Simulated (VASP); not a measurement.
Input of a VASP 6.6.1 run:

File INCAR:

```
SYSTEM = Na
PREC     = Accurate       ! precision mode
ENCUT    = 520            ! plane-wave cutoff, eV
EDIFF    = 1E-7           ! SCF threshold, eV
ISMEAR   = -1             ! smearing method
SIGMA    = 0.05           ! smearing width, eV
LREAL    = .FALSE.        ! projectors in reciprocal space
LASPH    = .TRUE.         ! aspherical terms in the spheres
NELM     = 80             ! most SCF steps
ALGO     = Normal         ! electronic algorithm
ISIF     = 2              ! what is computed and relaxed
LWAVE    = .FALSE.        ! write WAVECAR
LCHARG   = .FALSE.        ! write CHGCAR
GGA      = PS             ! functional
NBANDS   = 22             ! bands
```

Contents of KPOINTS:

```
Automatic mesh
0
G
  8 8 3
  0 0 0
```

File POSCAR:

```
Na
1.0
    3.7490779570      0.0000000000      0.0000000000
   -1.8745389785      3.2467967515      0.0000000000
    0.0000000000      0.0000000000     12.7023052170
Na
4
Direct
    0.6666666667      0.3333333333      0.7500000000
    0.0000000000      0.0000000000      0.5000000000
    0.3333333333      0.6666666667      0.2500000000
    0.0000000000      0.0000000000      0.0000000000
```

Potentials or basis: VASP PAW PBE potentials, release 64 (Na_pv).

Command:

```console
$ cat potpaw_PBE.64/Na_pv/POTCAR > POTCAR
$ mpirun -np 1 vasp_std > vasp.out
```

Question: Estimate the band gap on the k mesh.

Answer: Zero (bands 14 and 15 overlap by 3.35 eV).

Question: Estimate the pressure.

Answer: -0.4 GPa.

Stress tensor (GPa, compression positive):
```
-0.12  0.00  0.00
 0.00 -0.12  0.00
 0.00  0.00 -1.01
```

Caveat: the PAW data sets were made with another functional, which shifts forces and pressure a little.
